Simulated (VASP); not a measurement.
Input of a VASP 6.6.1 run:

INCAR

```
  PREC = Accurate
  ENCUT = 500
  EDIFF = 1E-7
  ISMEAR = 0
  SIGMA = 0.1
  LREAL = False
  LASPH = True
  NELM = 120
  ALGO = Normal
  ISIF = 3
  LWAVE = False
  LCHARG = False
  GGA = PS
  IBRION = 2
  NSW = 70
  EDIFFG = -0.004
  PSTRESS = 250.0
  GGA_COMPAT = False
  NELMIN = 4
```

KPOINTS

```
Automatic mesh
0
Gamma
  16 16 16
```

File POSCAR:

```
Pb
1.0
    0.0000000000      2.2878876735      2.2878876735
    2.2878876735      0.0000000000      2.2878876735
    2.2878876735      2.2878876735      0.0000000000
Pb
1
Direct
    0.0000000000      0.0000000000      0.0000000000
```

Potentials or basis: VASP PAW PBE potentials, release 64 (Pb_d).

Command:

```sh
$ cat potpaw_PBE.64/Pb_d/POTCAR > POTCAR
$ mpirun -np 1 vasp_std > vasp.out
```

(1) What does it give for the space group after relaxing (to 0.1 Å)?

(2) What does it give for the relaxed volume?

(3) Predict the relaxed cell.

(4) What does it give for the band gap on the k mesh?

Results:

(1) Fm-3m (No. 225).

(2) 22.89 Å³/atom.

(3) a = 3.187 Å, b = 3.187 Å, c = 3.187 Å, α = 60.00°, β = 60.00°, γ = 60.00°.

(4) zero (bands 7 and 8 overlap by 11.98 eV).

Caveat: the cell is relaxed towards a set pressure, so the run minimises the enthalpy, not the energy; the PAW data sets were made with another functional, which shifts forces and pressure a little; spin-orbit coupling is left out, which moves the levels of the heavy elements.
